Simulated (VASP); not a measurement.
Runs of VASP 6.6.1 on WS2. The structure is that of space group P-6m2 (No. 187), or close to it. The cells are those of the table. 

| cell | gap on the mesh (eV) | largest force (eV/Å) |
| --- | --- | --- |
| a = 3.184, b = 3.184, c = 16.188 Å, angles 90.0, 90.0, 120.0°, 3 atoms | 1.24 | 1.44 |
| a = 3.184, b = 3.184, c = 16.442 Å, angles 90.0, 90.0, 120.0°, 3 atoms | (a) | 0.89 |
| a = 3.184, b = 3.184, c = 17.713 Å, angles 90.0, 90.0, 120.0°, 3 atoms | (b) | 1.38 |
| a = 3.184, b = 3.184, c = 17.840 Å, angles 90.0, 90.0, 120.0°, 3 atoms | 1.74 | 1.57 |
| a = 3.184, b = 3.184, c = 17.459 Å, angles 90.0, 90.0, 120.0°, 3 atoms | 1.88 | 0.98 |
| a = 3.184, b = 3.184, c = 17.968 Å, angles 90.0, 90.0, 120.0°, 3 atoms | 1.70 | 1.75 |
| a = 3.184, b = 3.184, c = 15.934 Å, angles 90.0, 90.0, 120.0°, 3 atoms | 1.04 | 2.01 |
| a = 3.184, b = 3.184, c = 17.205 Å, angles 90.0, 90.0, 120.0°, 3 atoms | 1.84 | 0.55 |
| a = 3.184, b = 3.184, c = 16.696 Å, angles 90.0, 90.0, 120.0°, 3 atoms | 1.61 | 0.38 |

Alike in all rows: task single point; level PBEsol; potentials or basis VASP PAW PBE potentials, release 64 (W_sv, S); no spin polarisation; k mesh 6 × 6 × 1; cutoff (eV) 500; smearing gaussian 0.05 eV.

Fill in the values left out.

(a) 1.43; (b) 1.78.

Caveats: the PAW data sets were made with another functional, which shifts forces and pressure a little; spin-orbit coupling is left out, which moves the levels of the heavy elements.

A k mesh can miss the band edges, and the runs leave out spin-orbit coupling on W.
